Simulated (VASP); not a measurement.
**Zn3S: single point with PBE**

Zn3S:

```
CELL_PARAMETERS angstrom
4.03820 0.00000 0.00000
0.00000 4.03820 0.00000
0.00000 0.00000 4.03820
ATOMIC_POSITIONS crystal
Zn 0.00000 0.50000 0.50000
Zn 0.50000 0.00000 0.50000
Zn 0.50000 0.50000 0.00000
S 0.00000 0.00000 0.00000
```

| Quantity | Value |
| --- | --- |
| Program | VASP 6.6.1 |
| Task | single point |
| Functional | PBE |
| Potentials or basis | VASP PAW PBE potentials, release 64 (Zn, S) |
| Cutoff | 520 eV |
| k mesh | 4 × 4 × 4 |
| Occupations | gaussian, width 0.1 eV |
| Spin | no spin polarisation |
| Dipole correction | no |
| Further INCAR settings | ALGO = Normal; EDIFF = 1e-06; NBANDS = 29 |

```
Pressure               : 0.1 GPa
Band gap on the k mesh : zero (bands 21 and 22 overlap by 2.78 eV)
```

Levels at points of the mesh, in eV from the Fermi level:
```
           k point  band 17  band 18  band 19  band 20  band 21  band 22  band 23  band 24  band 25  band 26
(0.00, 0.00, 0.00)    -5.57    -4.17    -4.17    -4.17     0.60     0.60     3.17     3.17     3.17     7.89
(0.50, 0.00, 0.00)    -6.90    -3.17    -3.01    -3.01    -0.36     1.40     1.40     2.48     2.56     7.01
(0.50, 0.50, 0.00)    -5.82    -5.82    -5.14    -2.36     0.57     1.42     1.42     3.59     3.59     4.67
(0.50, 0.50, 0.50)    -5.52    -5.52    -5.52    -2.79    -2.18    -2.18    -2.18     5.58     5.58     5.58
```

It took 23 s on 1 thread of AMD EPYC 7R13, on a shared host, peak memory 0.14 GiB.

Caveat: the k points lie up to 0.39 Å⁻¹ apart, too coarse for converged energies and pressures of a metal.
